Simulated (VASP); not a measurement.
# BAs: single point with RPBE

BAs:

```
CELL_PARAMETERS angstrom
0.00000 2.35281 2.35281
2.35281 0.00000 2.35281
2.35281 2.35281 0.00000
ATOMIC_POSITIONS crystal
B 0.00000 0.00000 0.00000
As 0.75000 0.75000 0.75000
```

- Program: VASP 6.6.1
- Task: single point
- Functional: RPBE
- Potentials or basis: VASP PAW PBE potentials, release 64 (B, As)
- Cutoff: 500 eV
- k mesh: 10 × 10 × 10
- Occupations: gaussian, width 0.01 eV
- Spin: no spin polarisation
- Dipole correction: no
- Further INCAR settings: ALGO = Normal; EDIFF = 1e-06; NBANDS = 11

```
Pressure               : 13.4 GPa
Band gap on the k mesh : 1.15 eV, indirect (least direct gap 3.33 eV)
```

Levels at points of the mesh, in eV from the valence-band top:
```csv
k point,band 1,band 2,band 3,band 4,band 5,band 6,band 7,band 8
"(0.00, 0.00, 0.00)",-15.83,0.00,0.00,0.00,3.33,3.33,3.33,5.29
"(0.50, 0.00, 0.00)",-12.78,-9.14,-1.91,-1.91,2.98,4.83,4.83,9.04
"(0.50, 0.50, 0.00)",-11.37,-8.83,-4.28,-4.28,1.37,1.45,11.86,11.86
```

Run time: 13 s on 1 thread of Intel Xeon 8259CL, on a shared host, peak memory 0.14 GiB.

Caveat: the PAW data sets were made with another functional, which shifts forces and pressure a little. A hybrid or GW would open this gap; RPBE tends to underestimate it.
